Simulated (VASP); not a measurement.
A run of VASP 6.6.1:

File INCAR:

```
SYSTEM = C
ALGO = Normal
EDIFF = 1E-6
ENCUT = 520
GGA = RE
ISIF = 2
ISMEAR = -1
IVDW = 12
LASPH = .True.
LCHARG = .False.
LREAL = .False.
LWAVE = .False.
NBANDS = 11
NELM = 80
PREC = Accurate
SIGMA = 0.05
```

Contents of KPOINTS:

```
k-points
0
Gamma
  13 13 13
  0 0 0
```

POSCAR

```
C
1.0
    0.0000000000      1.7770147060      1.7770147060
    1.7770147060      0.0000000000      1.7770147060
    1.7770147060      1.7770147060      0.0000000000
C
2
Direct
    0.7500000000      0.7500000000      0.7500000000
    0.5000000000      0.5000000000      0.5000000000
```

Potentials or basis: VASP PAW PBE potentials, release 64 (C).

Command:

```console
$ cat potpaw_PBE.64/C/POTCAR > POTCAR
$ mpirun -np 1 vasp_std > vasp.out
```

Hardware: 1 thread of AMD EPYC 9R45 96-Core Processor (Zen 5), with other jobs on the host.

Q: How long does it take, and how much memory?

A: It took 5.3 s on 1 thread of AMD EPYC 9R45 96-Core Processor (Zen 5) (shared host), peak memory 0.1 GiB. Counts: scf iterations 11, k points 84.
